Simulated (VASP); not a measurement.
Input of a VASP 6.6.1 run:

Contents of POSCAR:

```
NaI
1.0
    4.0405366932      0.0870735657      0.0000000000
    0.0870735657      4.0405366932      0.0000000000
    0.0000000000      0.0000000000      4.0405366932
Na I
1 1
Direct
    0.0000000000      0.0000000000      0.0000000000
    0.5000000000      0.5000000000      0.5000000000
```

The input INCAR.step1:

```
SYSTEM = NaI
ALGO = Normal ; EDIFF = 1E-4
ENCUT = 520 ; GGA = PE
ISMEAR = 0 ; LASPH = .True.
LCHARG = .False. ; LREAL = .False.
LWAVE = .True. ; NBANDS = 14
NELM = 60 ; PREC = Accurate
SIGMA = 0.01
```

Contents of INCAR.step2:

```
SYSTEM = NaI
ALGO = Normal ; EDIFF = 1E-7
ENCUT = 520 ; ISIF = 2
ISMEAR = 0 ; ISTART = 1
LASPH = .True. ; LCHARG = .True.
LELF = .True. ; LMIXTAU = .True.
LREAL = .False. ; LVHAR = .True.
LWAVE = .False. ; METAGGA = R2SCAN
NBANDS = 14 ; NELM = 60
PREC = Accurate ; SIGMA = 0.01
```

File KPOINTS:

```
k-points
0
Gamma
  6 6 6
  0 0 0
```

Potentials or basis: VASP PAW PBE potentials, release 64 (Na_pv, I).

Command:

```sh
$ cat potpaw_PBE.64/Na_pv/POTCAR potpaw_PBE.64/I/POTCAR > POTCAR
$ cp INCAR.step1 INCAR
$ mpirun -np 1 vasp_std > vasp.out
$ cp INCAR.step2 INCAR
$ mpirun -np 1 vasp_std > vasp.out
```

Q: What does it give for the pressure?

A: 0.0 GPa.

Q: What does it give for the band gap on the k mesh?

A: 3.08 eV (least direct gap 3.38 eV).

Stress tensor (GPa, compression positive):
```
-0.06  0.16  0.00
 0.16 -0.06  0.00
 0.00  0.00 -0.01
```

Caveat: the cell differs from its parent crystal (shear xy strain +4.3%); the structure was generated, so it needn't be the stable form of NaI; the PAW data sets were made with another functional, which shifts forces and pressure a little; spin-orbit coupling is left out, which moves the levels of the heavy elements. A k mesh can miss the band edges.
